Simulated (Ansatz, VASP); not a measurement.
Al2O3: VASP beside Ansatz

File INCAR:

```
SYSTEM = Al2O3
PREC = Accurate
ENCUT = 520
EDIFF = 1E-6
ISMEAR = 0
SIGMA = 0.05
LREAL = .FALSE.
LASPH = .TRUE.
NELM = 80
ALGO = Normal
ISIF = 2
LWAVE = .FALSE.
LCHARG = .FALSE.
GGA = PE
NBANDS = 35
```

File KPOINTS:

```
Automatic mesh
0
G
  6 6 6
  0 0 0
```

File POSCAR:

```
Al2O3
1.0
    2.4473118622      1.4129561624      4.2206340375
   -2.4473118622      1.4129561624      4.2206340375
    0.0000000000     -2.8259123249      4.2206340375
Al O
4 6
Direct
    0.8521293568      0.8521293568      0.8521293568
    0.6478706432      0.6478706432      0.6478706432
    0.1478706432      0.1478706432      0.1478706432
    0.3521293568      0.3521293568      0.3521293568
    0.0561574040      0.4438425960      0.7500000000
    0.7500000000      0.0561574040      0.4438425960
    0.4438425960      0.7500000000      0.0561574040
    0.9438425960      0.5561574040      0.2500000000
    0.2500000000      0.9438425960      0.5561574040
    0.5561574040      0.2500000000      0.9438425960
```

Input for Ansatz:

```yaml
crystal:
  lattice:
    - [2.4473118622, 1.4129561624, 4.2206340375]
    - [-2.4473118622, 1.4129561624, 4.2206340375]
    - [0.0, -2.8259123249, 4.2206340375]
  atoms:
    - { symbol: Al, position: [0.8521293568, 0.8521293568, 0.8521293568] }
    - { symbol: Al, position: [0.6478706432, 0.6478706432, 0.6478706432] }
    - { symbol: Al, position: [0.1478706432, 0.1478706432, 0.1478706432] }
    - { symbol: Al, position: [0.3521293568, 0.3521293568, 0.3521293568] }
    - { symbol: O, position: [0.056157404, 0.443842596, 0.75] }
    - { symbol: O, position: [0.75, 0.056157404, 0.443842596] }
    - { symbol: O, position: [0.443842596, 0.75, 0.056157404] }
    - { symbol: O, position: [0.943842596, 0.556157404, 0.25] }
    - { symbol: O, position: [0.25, 0.943842596, 0.556157404] }
    - { symbol: O, position: [0.556157404, 0.25, 0.943842596] }
basis:
  ecutwfc: 520.0
kpoints:
  mp_grid: { grid: [6, 6, 6] }
hamiltonian:
  xc: pbe
  pseudopotentials: { kind: paw, azcp: { folder: soft_1 } }
scf:
  occupations: { method: gaussian, width: 0.05 }
output:
  forces: true
  stress: true
  eigenvalues: true
```

Alike in both runs: task single point; functional PBE; k mesh 6 × 6 × 6; occupations gaussian, width 0.05 eV; no spin polarisation.

```csv
,VASP,Ansatz
version,VASP 6.6.1,Ansatz 0.2.0
potentials or method,"VASP PAW PBE potentials, release 64 (Al, O), cutoff 520 eV","scalar-relativistic, plane waves, PAW"
valence electrons in the cell,48,48
```

|  | VASP | Ansatz | Ansatz less VASP |
| --- | --- | --- | --- |
| gap on the k mesh at the Fermi level (eV) | 5.41 | 5.42 | +0.007 |
| least direct gap on the mesh (eV) | 5.41 | 5.42 | +0.007 |
| pressure (GPa) | -0.5 | -0.4 | +0.04 |
| traceless stress, the component that is largest in VASP (GPa) | 13.69 | 13.68 | -0.011 |
| rms of the force components (eV/Å) | 0.156 | 0.152 | -0.0032 |

Atom by atom the forces differ by 0.005 eV/Å (rms over components).
